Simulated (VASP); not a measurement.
# C (Im-3m) in VASP: further runs

C is run at these levels: r2SCAN; tasks: single point.

All numbers are computed with VASP 6.6.1; they aren't measurements. Logs are shortened: lines on timing, memory, paths and dates and some standing lists are left out, and cuts for length are marked.

### Step 1. The cell of the first run

It takes space group Im-3m (No. 229, cubic). Conventional cell: a = 4.858 Å, b = 4.858 Å, c = 4.858 Å, α = 90.00°, β = 90.00°, γ = 90.00°. Within 2.0 Å of C (site symmetry 3m) lie 4 C at 1.47 to 1.58 Å.

### Step 2. Single point, r2SCAN

POSCAR

```
C
1.0
   -2.4291088834      2.4291088834      2.4291088834
    2.4291088834     -2.4291088834      2.4291088834
    2.4291088834      2.4291088834     -2.4291088834
C
8
Direct
    0.3254551632      0.0000000000      0.0000000000
    0.6745448368      0.6745448368      0.6745448368
    0.0000000000      0.3254551632      0.0000000000
    0.0000000000      0.0000000000      0.3254551632
    0.0000000000      0.6745448368      0.0000000000
    0.3254551632      0.3254551632      0.3254551632
    0.6745448368      0.0000000000      0.0000000000
    0.0000000000      0.0000000000      0.6745448368
```

INCAR.step1

```
SYSTEM = C
  PREC = Accurate
  ENCUT = 520
  ISMEAR = 0
  SIGMA = 0.02
  LREAL = .FALSE.
  LASPH = .TRUE.
  NELM = 80
  NBANDS = 26
  GGA = PE
  ALGO = Normal
  EDIFF = 1E-4
  LWAVE = .TRUE.
  LCHARG = .FALSE.
```

INCAR.step2

```
SYSTEM = C
  PREC = Accurate
  ENCUT = 520
  EDIFF = 1E-7
  ISMEAR = 0
  SIGMA = 0.02
  LREAL = .FALSE.
  LASPH = .TRUE.
  NELM = 80
  ALGO = Normal
  ISIF = 2
  LWAVE = .FALSE.
  LCHARG = .FALSE.
  METAGGA = R2SCAN
  LMIXTAU = .TRUE.
  NBANDS = 26
  ISTART = 1
```

KPOINTS

```
Automatic mesh
0
G
  8 8 8
  0 0 0
```

Potentials or basis: VASP PAW PBE potentials, release 64 (C).

Launch:

```sh
cat potpaw_PBE.64/C/POTCAR > POTCAR
cp INCAR.step1 INCAR
mpirun -np 1 vasp_std > vasp.out
cp INCAR.step2 INCAR
mpirun -np 1 vasp_std > vasp.out
```

OUTCAR:

```text
SYSTEM = C
   PREC = Accurate
   ENCUT = 520
   EDIFF = 1E-7
   ISMEAR = 0
   LREAL = .FALSE.
   LASPH = .TRUE.
   NELM = 80
   ISIF = 2
   METAGGA = R2SCAN
   ISTART = 1

 ion  position               nearest neighbor table
   1  0.325  0.000  0.000-   7 1.47   6 1.58   5 1.58   8 1.58
   2  0.675  0.675  0.675-   6 1.47   5 1.58   7 1.58   8 1.58
   3  0.000  0.325  0.000-   5 1.47   6 1.58   7 1.58   8 1.58
   4  0.000  0.000  0.325-   8 1.47   6 1.58   7 1.58   5 1.58
   5  0.000  0.675  0.000-   3 1.47   2 1.58   1 1.58   4 1.58
   6  0.325  0.325  0.325-   2 1.47   1 1.58   3 1.58   4 1.58
   7  0.675  0.000  0.000-   1 1.47   2 1.58   3 1.58   4 1.58
   8  0.000  0.000  0.675-   4 1.47   2 1.58   3 1.58   1 1.58

  LATTYP: Found a body centered cubic cell.
 ALAT       =     4.8582177668

  Lattice vectors:

 A1 = (  -2.4291088834,   2.4291088834,   2.4291088834)
 A2 = (   2.4291088834,  -2.4291088834,   2.4291088834)
 A3 = (   2.4291088834,   2.4291088834,  -2.4291088834)

Analysis of symmetry for initial positions (statically):
=====================================================================
 Subroutine PRICEL returns:
 Original cell was already a primitive cell.

 Routine SETGRP: Setting up the symmetry group for a
 body centered cubic supercell.

 Subroutine GETGRP returns: Found 48 space group operations
 (whereof 48 operations were pure point group operations)
 out of a pool of 48 trial point group operations.

The static configuration has the point symmetry O_h .

Analysis of symmetry for dynamics (positions and initial velocities):
=====================================================================
 Subroutine PRICEL returns:
 Original cell was already a primitive cell.

 Routine SETGRP: Setting up the symmetry group for a
 body centered cubic supercell.

 Subroutine GETGRP returns: Found 48 space group operations
 (whereof 48 operations were pure point group operations)
 out of a pool of 48 trial point group operations.

The dynamic configuration has the point symmetry O_h .

 Subroutine INISYM returns: Found 48 space group operations
 (whereof 48 operations are pure point group operations),
 and found     1 'primitive' translations

----------------------------------------------------------------------------------------

                                     Primitive cell

  volume of cell :      57.3325

  direct lattice vectors                    reciprocal lattice vectors
    -2.429108883  2.429108883  2.429108883     0.000000000  0.205836800  0.205836800
     2.429108883 -2.429108883  2.429108883     0.205836800  0.000000000  0.205836800
     2.429108883  2.429108883 -2.429108883     0.205836800  0.205836800  0.000000000

  length of vectors
     4.207340003  4.207340003  4.207340003     0.291097195  0.291097195  0.291097195

  position of ions in fractional coordinates (direct lattice)
     0.325455163  0.000000000  0.000000000
     0.674544837  0.674544837  0.674544837
     0.000000000  0.325455163  0.000000000
     0.000000000  0.000000000  0.325455163
     0.000000000  0.674544837  0.000000000
     0.325455163  0.325455163  0.325455163
     0.674544837  0.000000000  0.000000000
     0.000000000  0.000000000  0.674544837

  ion indices of the primitive-cell ions
   primitive index   ion index
                 1           1
                 2           2
                 3           3
                 4           4
                 5           5
                 6           6
                 7           7
                 8           8

----------------------------------------------------------------------------------------

 KPOINTS: Automatic mesh

Automatic generation of k-mesh.
 Grid dimensions read from file:
 generate k-points for:    8    8    8

 Generating k-lattice:

  Cartesian coordinates                     Fractional coordinates (reciprocal lattice)
     0.000000000  0.025729600  0.025729600     0.125000000  0.000000000  0.000000000
     0.025729600  0.000000000  0.025729600     0.000000000  0.125000000  0.000000000
     0.025729600  0.025729600  0.000000000     0.000000000  0.000000000  0.125000000

  Length of vectors
     0.036387149  0.036387149  0.036387149

  Shift w.r.t. Gamma in fractional coordinates (k-lattice)
     0.000000000  0.000000000  0.000000000

 Subroutine IBZKPT returns following result:
 ===========================================

 Found     29 irreducible k-points:

 Following reciprocal coordinates:
            Coordinates               Weight
  0.000000  0.000000  0.000000      1.000000
  0.125000  0.000000  0.000000     12.000000
  0.250000  0.000000  0.000000     12.000000
  0.375000  0.000000  0.000000     12.000000
  0.500000  0.000000  0.000000      6.000000
  0.125000  0.125000  0.000000     24.000000
[... 16 lines left out ...]
 -0.250000  0.250000  0.250000      6.000000
 -0.375000  0.375000  0.250000     24.000000
 [... further k-points ...]
   k-points           NKPTS =     29   k-points in BZ     NKDIM =     29   number of bands    NBANDS=     26
   number of dos      NEDOS =    301   number of ions     NIONS =      8
   total plane-waves  NPLWV =  32768
   dimension x,y,z NGX =    32 NGY =   32 NGZ =   32
   dimension x,y,z NGXF=    64 NGYF=   64 NGZF=   64
   ions per type =               8
   NGX,Y,Z   is equivalent  to a cutoff of  12.64, 12.64, 12.64 a.u.
   NGXF,Y,Z  is equivalent  to a cutoff of  25.29, 25.29, 25.29 a.u.
 SYSTEM =  C
   PREC   = accura    normal or accurate (medium, high low for compatibility)
   ISTART =      1    job   : 0-new  1-cont  2-samecut
   ICHARG =      0    charge: 1-file 2-atom 10-const
   ISPIN  =      1    spin polarized calculation?
   LNONCOLLINEAR =      F non collinear calculations
   LSORBIT =      F    spin-orbit coupling
   LASPH  =      T    aspherical Exc in radial PAW
   ENCUT  =  520.0 eV  38.22 Ry    6.18 a.u.   7.82  7.82  7.82*2*pi/ulx,y,z
   NELM   =     80;   NELMIN=  2; NELMDL=  0     # of ELM steps
   EDIFF  = 0.1E-06   stopping-criterion for ELM
   LREAL  =      F    real-space projection
   EDIFFG = 0.1E-05   stopping-criterion for IOM
   NSW    =      0    number of steps for IOM
   IBRION =     -1    ionic relax: 0-MD 1-quasi-New 2-CG
   NFREE  =      0    steps in history (QN), initial steepest desc. (CG)
   ISIF   =      2    stress and relaxation
   ISYM   =      2    0-nonsym 1-usesym 2-fastsym
   POTIM  = 0.5000    time-step for ionic-motion
   TEBEG  =    0.0;   TEEND  =   0.0 temperature during run
   PSTRESS=    0.0 pullay stress
   NELECT =      32.0000    total number of electrons
   NUPDOWN=      -1.0000    fix difference up-down
   EMIN   =  10.00;   EMAX   =-10.00  energy-range for DOS
   EFERMI =   0.00;   METHOD = LEGACY
   ISMEAR =     0;   SIGMA  =   0.02  broadening in eV -4-tet -1-fermi 0-gaus
   EFERMI_NEDOS =   21; number of points for ismear=-14 and -15
   IALGO  =     38    algorithm
   IMIX   =      4    mixing-type and parameters
     AMIX     =   0.40;   BMIX     =  1.00
     AMIX_MAG =   1.60;   BMIX_MAG =  1.00
  volume/ion in A,a.u.               =       7.17        48.36
  Fermi-wavevector in a.u.,A,eV,Ry     =   1.347901  2.547163 24.719552  1.816836
  Thomas-Fermi vector in A             =   2.475613
   LORBIT       =      0    0 simple, 1 ext, 2 COOP (PROOUT), +10 PAW based schemes
   METAGGA = R2SCAN    functional components
   LHFCALC =     F    Hartree Fock is set to
   AEXX    =    0.0000 exact exchange contribution
   IVDW    =     0    specifies the selected vdW correction
   LEPSILON=     F    determine dielectric tensor
   LRPA    =     F    only Hartree local field effects (RPA)
 non-spin polarized calculation
 Gauss-broadening in eV      SIGMA  =   0.02
  energy-cutoff  :      520.00
  volume of cell :       57.33
 maximum number of plane-waves:      1568
   NGX = 15   NGY = 15   NGZ = 15

 number of electron      32.0000001 magnetization

 Free energy of the ion-electron system (eV)
  ---------------------------------------------------
  ext. energy  EPLUGINS =         0.00000000
  ---------------------------------------------------
  free energy    TOTEN  =       -73.01172765 eV

  energy without entropy =      -73.01172765  energy(sigma->0) =      -73.01172765

 E-fermi :   6.7035     XC(G=0): -12.4568

 val. band max:        6.6020286271   @ k =   0.5000   0.5000   0.5000
 cond. band min:       9.7739685230   @ k =   0.1250   0.1250   0.1250
 fundamental gap:      3.1719398959
 Fermi energy:         6.7035016657

 k-point     1 :       0.0000    0.0000    0.0000
  band No.  band energies     occupation
      1     -15.4614      2.00000
      2      -6.9661      2.00000
      3      -6.9661      2.00000
      4      -6.9661      2.00000
      5      -6.0878      2.00000
      6      -6.0878      2.00000
[... 18 lines left out ...]
     25      18.5536      0.00000
     26      18.5536      0.00000

 k-point     2 :       0.1250    0.0000    0.0000
  band No.  band energies     occupation
      1     -15.3568      2.00000
      2      -8.0503      2.00000
      3      -7.6012      2.00000
      4      -6.9297      2.00000
      5      -6.1790      2.00000
      6      -5.8539      2.00000
[... 18 lines left out ...]
     25      18.3771      0.00000
     26      18.5035      0.00000

 k-point     3 :       0.2500    0.0000    0.0000
  band No.  band energies     occupation
      1     -15.0691      2.00000
      2      -9.3861      2.00000
      3      -8.2798      2.00000
      4      -6.8396      2.00000
      5      -6.3809      2.00000
      6      -5.8931      2.00000
[... 18 lines left out ...]
     25      18.4688      0.00000
     26      18.4790      0.00000

 k-point     4 :       0.3750    0.0000    0.0000
  band No.  band energies     occupation
      1     -14.7059      2.00000
      2     -10.4155      2.00000
      3      -8.7023      2.00000
      4      -6.7462      2.00000
      5      -6.5619      2.00000
      6      -5.9680      2.00000
[... 18 lines left out ...]
     25      18.4024      0.00000
     26      19.2523      0.00000

 k-point     5 :       0.5000    0.0000    0.0000
  band No.  band energies     occupation
      1     -14.5177      2.00000
      2     -10.8307      2.00000
      3      -8.8445      2.00000
      4      -6.7065      2.00000
      5      -6.6320      2.00000
      6      -6.0020      2.00000
[... 18 lines left out ...]
     25      18.4011      0.00000
     26      19.2772      0.00000

 k-point     6 :       0.1250    0.1250    0.0000
  band No.  band energies     occupation
      1     -15.1598      2.00000
      2      -8.9876      2.00000
      3      -8.1013      2.00000
      4      -7.3379      2.00000
      5      -6.1290      2.00000
      6      -5.0605      2.00000
[... 427 lines left out ...]
 k-point    21 :      -0.3750   -0.3750    0.1250
  band No.  band energies     occupation
      1     -14.2435      2.00000
      2     -10.2856      2.00000
      3     -10.2856      2.00000
      4      -8.1748      2.00000
      5      -5.8371      2.00000
      6      -2.3475      2.00000
[... 18 lines left out ...]
     25      17.3348      0.00000
     26      18.4023      0.00000

 k-point    22 :       0.2500    0.2500    0.2500
  band No.  band energies     occupation
      1     -14.3999      2.00000
      2      -9.7122      2.00000
      3      -9.7122      2.00000
      4      -9.7122      2.00000
      5      -4.1163      2.00000
      6      -2.9229      2.00000
[... 18 lines left out ...]
     25      18.4541      0.00000
     26      19.4609      0.00000

 k-point    23 :      -0.2500    0.2500    0.2500
  band No.  band energies     occupation
      1     -14.6921      2.00000
      2      -9.2191      2.00000
      3      -9.2191      2.00000
      4      -9.1757      2.00000
      5      -5.0329      2.00000
      6      -3.4800      2.00000
[... 18 lines left out ...]
     25      17.3048      0.00000
     26      17.5671      0.00000

 k-point    24 :      -0.3750    0.3750    0.2500
  band No.  band energies     occupation
      1     -14.3452      2.00000
      2     -10.1697      2.00000
      3      -9.6021      2.00000
      4      -9.0542      2.00000
      5      -4.8339      2.00000
      6      -3.2034      2.00000
[... 18 lines left out ...]
     25      17.2250      0.00000
     26      18.1793      0.00000

 [... further k-points ...]

------------------------ aborting loop because EDIFF is reached ----------------------------------------

  FORCE on cell =-STRESS in cart. coord.  units (eV):
  Direction    XX          YY          ZZ          XY          YZ          ZX
  --------------------------------------------------------------------------------------
  -------------------------------------------------------------------------------------
  Total        0.3136978      0.3136978      0.3136978      0.0000000      0.0000000     -0.0000000
  in kB        8.7663959      8.7663959      8.7663959      0.0000000      0.0000000     -0.0000000
  external PRESSURE =       8.7663959 kB  Pullay stress =       0.0000000 kB

 VOLUME and BASIS-vectors are now :
 -----------------------------------------------------------------------------
  energy-cutoff  :      520.00
  volume of cell :       57.33
      direct lattice vectors                 reciprocal lattice vectors
    -2.429108883  2.429108883  2.429108883     0.000000000  0.205836800  0.205836800
     2.429108883 -2.429108883  2.429108883     0.205836800  0.000000000  0.205836800
     2.429108883  2.429108883 -2.429108883     0.205836800  0.205836800  0.000000000

 POSITION                                       TOTAL-FORCE (eV/Angst)
 -----------------------------------------------------------------------------------
     -0.79057      0.79057      0.79057        -0.028633      0.028633      0.028633
      1.63854      1.63854      1.63854        -0.028633     -0.028633     -0.028633
      0.79057     -0.79057      0.79057         0.028633     -0.028633      0.028633
      0.79057      0.79057     -0.79057         0.028633      0.028633     -0.028633
      1.63854     -1.63854      1.63854        -0.028633      0.028633     -0.028633
      0.79057      0.79057      0.79057         0.028633      0.028633      0.028633
     -1.63854      1.63854      1.63854         0.028633     -0.028633     -0.028633
      1.63854      1.63854     -1.63854        -0.028633     -0.028633      0.028633
 -----------------------------------------------------------------------------------
    total drift:                               -0.000000     -0.000000      0.000000

  FREE ENERGIE OF THE ION-ELECTRON SYSTEM (eV)
  ---------------------------------------------------
  free  energy   TOTEN  =       -73.0117276508 eV

  energy  without entropy=      -73.0117276508  energy(sigma->0) =      -73.01172765
```

Wall time 91 s (1 thread of Intel Xeon 6975P-C, shared host); peak memory 0.19 GiB.

Results:

```
Free energy            : -73.0117 eV
Pressure               : 0.9 GPa
Largest force          : 0.050 eV/Å
Band gap on the k mesh : 3.17 eV, indirect (least direct gap 4.12 eV)
```

Forces on the atoms (eV/Å):
```
C   -0.029  0.029  0.029
C   -0.029 -0.029 -0.029
C    0.029 -0.029  0.029
C    0.029  0.029 -0.029
C   -0.029  0.029 -0.029
C    0.029  0.029  0.029
C    0.029 -0.029 -0.029
C   -0.029 -0.029  0.029
```

Levels at points of the mesh, in eV from the valence-band top:
```
           k point  band 13  band 14  band 15  band 16  band 17  band 18  band 19  band 20
(0.00, 0.00, 0.00)    -5.45    -0.35    -0.35    -0.35     4.21     4.21     4.21     8.50
(0.50, 0.00, 0.00)    -3.41    -3.21    -2.43    -2.23     4.15     5.70     6.23     6.67
(0.50, 0.50, 0.50)    -6.61     0.00     0.00     0.00     4.12     6.18     6.18     6.18
```

Caveat: the PAW data sets were made with another functional, which shifts forces and pressure a little.

[end of part 1 of 2]
